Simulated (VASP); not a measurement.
# ZnF2 (P4_2/mnm) in VASP: single point with LDA

Aim: the single point of ZnF2 with LDA.

Program: VASP 6.6.1. These are calculated values, not measurements. Logs are shortened: lines on timing, memory, paths and dates and some standing lists are left out, and cuts for length are marked.

### 1 The cell of the first run

The structure is tetragonal, space group P4_2/mnm (No. 136). Conventional cell: a = 4.705 Å, b = 4.705 Å, c = 3.134 Å, α = 90.00°, β = 90.00°, γ = 90.00°. Zn (site symmetry mmm) has 6 F at 2.01 to 2.05 Å within 2.7 Å. Within 2.7 Å of F (site symmetry m2m) lie 3 Zn at 2.01 to 2.05 Å and 1 F at 2.63 Å.

### 2 Single point, LDA

Contents of INCAR:

```
ALGO     = Normal         # electronic algorithm
EDIFF    = 1E-6           # SCF threshold, eV
ENCUT    = 600            # plane-wave cutoff, eV
GGA      = CA             # functional
GGA_COMPAT= F            
ISIF     = 2              # what is computed and relaxed
ISMEAR   = 0              # smearing method
LASPH    = T              # aspherical terms in the spheres
LCHARG   = T              # write CHGCAR
LELF     = T              # ELF
LREAL    = F              # projectors in reciprocal space
LVHAR    = T            
LWAVE    = F              # write WAVECAR
NBANDS   = 35             # bands
NELM     = 120            # most SCF steps
PREC     = Accurate       # precision mode
SIGMA    = 0.2            # smearing width, eV
```

Contents of KPOINTS:

```
k-points
0
Gamma
  4 4 6
```

Contents of POSCAR:

```
ZnF2
1.0
    4.7048000000      0.0000000000      0.0000000000
    0.0000000000      4.7048000000      0.0000000000
    0.0000000000      0.0000000000      3.1338000000
Zn F
2 4
Direct
    0.0000000000      0.0000000000      0.0000000000
    0.5000000000      0.5000000000      0.5000000000
    0.3024000000      0.3024000000      0.0000000000
    0.1976000000      0.8024000000      0.5000000000
    0.6976000000      0.6976000000      0.0000000000
    0.8024000000      0.1976000000      0.5000000000
```

Potentials or basis: VASP PAW LDA potentials, release 64 (Zn, F).

On the command line:

```sh
$ cat potpaw_LDA.64/Zn/POTCAR potpaw_LDA.64/F/POTCAR > POTCAR
$ mpirun -np 1 vasp_std > vasp.out
```

OUTCAR:

```text
EDIFF = 1E-6
   ENCUT = 600
   GGA = CA
   ISIF = 2
   ISMEAR = 0
   LASPH = T
   LREAL = F
   NELM = 120
   PREC = Accurate

 ion  position               nearest neighbor table
   1  0.000  0.000  0.000-   3 2.01   5 2.01   4 2.05   6 2.05   4 2.05   6 2.05
   2  0.500  0.500  0.500-   4 2.01   6 2.01   5 2.05   3 2.05   3 2.05   5 2.05
   3  0.302  0.302  0.000-   1 2.01   2 2.05   2 2.05
   4  0.198  0.802  0.500-   2 2.01   1 2.05   1 2.05
   5  0.698  0.698  0.000-   1 2.01   2 2.05   2 2.05
   6  0.802  0.198  0.500-   2 2.01   1 2.05   1 2.05

  LATTYP: Found a simple tetragonal cell.
 ALAT       =     4.7048000000
 C/A-ratio  =     0.6660856997

  Lattice vectors:

 A1 = (   4.7048000000,   0.0000000000,   0.0000000000)
 A2 = (   0.0000000000,   4.7048000000,   0.0000000000)
 A3 = (   0.0000000000,   0.0000000000,   3.1338000000)

Analysis of symmetry for initial positions (statically):
=====================================================================
 Subroutine PRICEL returns:
 Original cell was already a primitive cell.

 Routine SETGRP: Setting up the symmetry group for a
 simple tetragonal supercell.

 Subroutine GETGRP returns: Found 16 space group operations
 (whereof  8 operations were pure point group operations)
 out of a pool of 16 trial point group operations.

The static configuration has the point symmetry D_2h.
 The point group associated with its full space group is D_4h.

Analysis of symmetry for dynamics (positions and initial velocities):
=====================================================================
 Subroutine PRICEL returns:
 Original cell was already a primitive cell.

 Routine SETGRP: Setting up the symmetry group for a
 simple tetragonal supercell.

 Subroutine GETGRP returns: Found 16 space group operations
 (whereof  8 operations were pure point group operations)
 out of a pool of 16 trial point group operations.

The dynamic configuration has the point symmetry D_2h.
 The point group associated with its full space group is D_4h.

 Subroutine INISYM returns: Found 16 space group operations
 (whereof  8 operations are pure point group operations),
 and found     1 'primitive' translations

----------------------------------------------------------------------------------------

                                     Primitive cell
[... 98 lines left out ...]
   EDIFF  = 0.1E-05   stopping-criterion for ELM
   LREAL  =      F    real-space projection
   EDIFFG = 0.1E-04   stopping-criterion for IOM
   NSW    =      0    number of steps for IOM
   IBRION =     -1    ionic relax: 0-MD 1-quasi-New 2-CG
   NFREE  =      0    steps in history (QN), initial steepest desc. (CG)
   ISIF   =      2    stress and relaxation
   ISYM   =      2    0-nonsym 1-usesym 2-fastsym
   POTIM  = 0.5000    time-step for ionic-motion
   TEBEG  =    0.0;   TEEND  =   0.0 temperature during run
   PSTRESS=    0.0 pullay stress
   NELECT =      52.0000    total number of electrons
   NUPDOWN=      -1.0000    fix difference up-down
   EMIN   =  10.00;   EMAX   =-10.00  energy-range for DOS
   EFERMI =   0.00;   METHOD = LEGACY
   ISMEAR =     0;   SIGMA  =   0.20  broadening in eV -4-tet -1-fermi 0-gaus
   EFERMI_NEDOS =   21; number of points for ismear=-14 and -15
   IALGO  =     38    algorithm
   IMIX   =      4    mixing-type and parameters
     AMIX     =   0.40;   BMIX     =  1.00
     AMIX_MAG =   1.60;   BMIX_MAG =  1.00
  volume/ion in A,a.u.               =      11.56        78.02
  Fermi-wavevector in a.u.,A,eV,Ry     =   1.487161  2.810327 30.091308  2.211649
  Thomas-Fermi vector in A             =   2.600357
   LORBIT       =      0    0 simple, 1 ext, 2 COOP (PROOUT), +10 PAW based schemes
   GGA     = CA    functional components
   LHFCALC =     F    Hartree Fock is set to
   AEXX    =    0.0000 exact exchange contribution
   IVDW    =     0    specifies the selected vdW correction
   LEPSILON=     F    determine dielectric tensor
   LRPA    =     F    only Hartree local field effects (RPA)
 non-spin polarized calculation
 Gauss-broadening in eV      SIGMA  =   0.20
  energy-cutoff  :      600.00
  volume of cell :       69.37
 maximum number of plane-waves:      2340
 NGX is ok and might be reduce to    40
   NGX = 19   NGY = 19   NGZ = 13

 number of electron      52.0000017 magnetization

 Free energy of the ion-electron system (eV)
  ---------------------------------------------------
  ext. energy  EPLUGINS =         0.00000000
  ---------------------------------------------------
  free energy    TOTEN  =       -27.00450605 eV

  energy without entropy =      -27.00450605  energy(sigma->0) =      -27.00450605

 E-fermi :  -0.6408     XC(G=0): -11.0068

 val. band max:       -1.5299877469   @ k =   0.0000   0.0000   0.0000
 cond. band min:       1.7642942244   @ k =   0.0000   0.0000   0.0000
 fundamental gap:      3.2942819714
 Fermi energy:        -0.6407766661

 k-point     1 :       0.0000    0.0000    0.0000
  band No.  band energies     occupation
      1     -23.0103      2.00000
      2     -22.1846      2.00000
      3     -22.1846      2.00000
      4     -22.1376      2.00000
      5      -7.8865      2.00000
      6      -6.9708      2.00000
[... 901 lines left out ...]
     34      10.8198      0.00000
     35      15.2452      0.00000

------------------------ aborting loop because EDIFF is reached ----------------------------------------

  FORCE on cell =-STRESS in cart. coord.  units (eV):
  Direction    XX          YY          ZZ          XY          YZ          ZX
  --------------------------------------------------------------------------------------
  -------------------------------------------------------------------------------------
  Total       -2.1295917     -2.1295917     -2.4595498     -0.0000000      0.0000000      0.0000000
  in kB      -49.1873377    -49.1873377    -56.8084047     -0.0000000      0.0000000      0.0000000
  external PRESSURE =     -51.7276934 kB  Pullay stress =       0.0000000 kB

 VOLUME and BASIS-vectors are now :
 -----------------------------------------------------------------------------
  energy-cutoff  :      600.00
  volume of cell :       69.37
      direct lattice vectors                 reciprocal lattice vectors
     4.704800000  0.000000000  0.000000000     0.212548886  0.000000000  0.000000000
     0.000000000  4.704800000  0.000000000     0.000000000  0.212548886  0.000000000
     0.000000000  0.000000000  3.133800000     0.000000000  0.000000000  0.319101410

 POSITION                                       TOTAL-FORCE (eV/Angst)
 -----------------------------------------------------------------------------------
      0.00000      0.00000      0.00000         0.000000      0.000000     -0.000000
      2.35240      2.35240      1.56690         0.000000      0.000000     -0.000000
      1.42273      1.42273      0.00000         0.072963      0.072963     -0.000000
      0.92967      3.77513      1.56690        -0.072963      0.072963     -0.000000
      3.28207      3.28207      0.00000        -0.072963     -0.072963      0.000000
      3.77513      0.92967      1.56690         0.072963     -0.072963      0.000000
 -----------------------------------------------------------------------------------
    total drift:                               -0.000000      0.000000     -0.000000

  FREE ENERGIE OF THE ION-ELECTRON SYSTEM (eV)
  ---------------------------------------------------
  free  energy   TOTEN  =       -27.0045060526 eV

  energy  without entropy=      -27.0045060526  energy(sigma->0) =      -27.00450605
```

OSZICAR:

```text
N       E                     dE             d eps       ncg     rms          rms(c)
DAV:   1     0.632821862075E+03    0.63282E+03   -0.29042E+04  1696   0.224E+03
DAV:   2     0.488050259415E+02   -0.58402E+03   -0.54809E+03  1782   0.529E+02
DAV:   3    -0.274292232312E+02   -0.76234E+02   -0.75339E+02  1846   0.191E+02
DAV:   4    -0.295210103050E+02   -0.20918E+01   -0.20854E+01  1985   0.329E+01
DAV:   5    -0.295355392226E+02   -0.14529E-01   -0.14526E-01  1893   0.289E+00    0.137E+01
DAV:   6    -0.270178993120E+02    0.25176E+01   -0.52013E+00  2494   0.421E+01    0.861E+00
DAV:   7    -0.270658085926E+02   -0.47909E-01   -0.17408E+00  1767   0.904E+00    0.517E+00
DAV:   8    -0.270427956824E+02    0.23013E-01   -0.42564E-01  2534   0.994E+00    0.143E+00
DAV:   9    -0.270031813899E+02    0.39614E-01   -0.14999E-01  2611   0.118E+01    0.289E-01
DAV:  10    -0.270045814396E+02   -0.14000E-02   -0.23832E-02  2333   0.186E+00    0.125E-01
DAV:  11    -0.270044988837E+02    0.82556E-04   -0.20512E-03  2005   0.356E-01    0.168E-02
DAV:  12    -0.270045109682E+02   -0.12085E-04   -0.11236E-04  1997   0.144E-01    0.136E-02
DAV:  13    -0.270045059333E+02    0.50350E-05   -0.28116E-05  1801   0.185E-01    0.590E-03
DAV:  14    -0.270045060526E+02   -0.11936E-06   -0.49071E-06  1633   0.348E-02
   1 F= -.27004506E+02 E0= -.27004506E+02  d E =-.398002E-11
```

stdout:

```text
POSCAR found type information on POSCAR ZnF
 POSCAR found :  2 types and       6 ions
 scaLAPACK will be used
 LDA part: xc-table for (Slater(with rela. corr.)+CA(PZ))
 , standard interpolation
 POSCAR, INCAR and KPOINTS ok, starting setup
 FFT: planning ... GRIDC
 FFT: planning ... GRID_SOFT
 FFT: planning ... GRID
 WAVECAR not read
 entering main loop
```

It took 69 s on 1 thread of Intel Xeon Platinum 8488C (Sapphire Rapids), shared host; peak memory 0.2 GiB.

Results:

```yaml
Free_energy: -27.0045 eV
Pressure: -5.2 GPa
Largest_force: 0.103 eV/Å
Band_gap_on_the_k_mesh: 3.29 eV, direct
```

Forces in eV/Å, atoms in the order of the input:
```
Zn   0.000  0.000  0.000
Zn   0.000  0.000  0.000
F    0.073  0.073  0.000
F   -0.073  0.073  0.000
F   -0.073 -0.073  0.000
F    0.073 -0.073  0.000
```
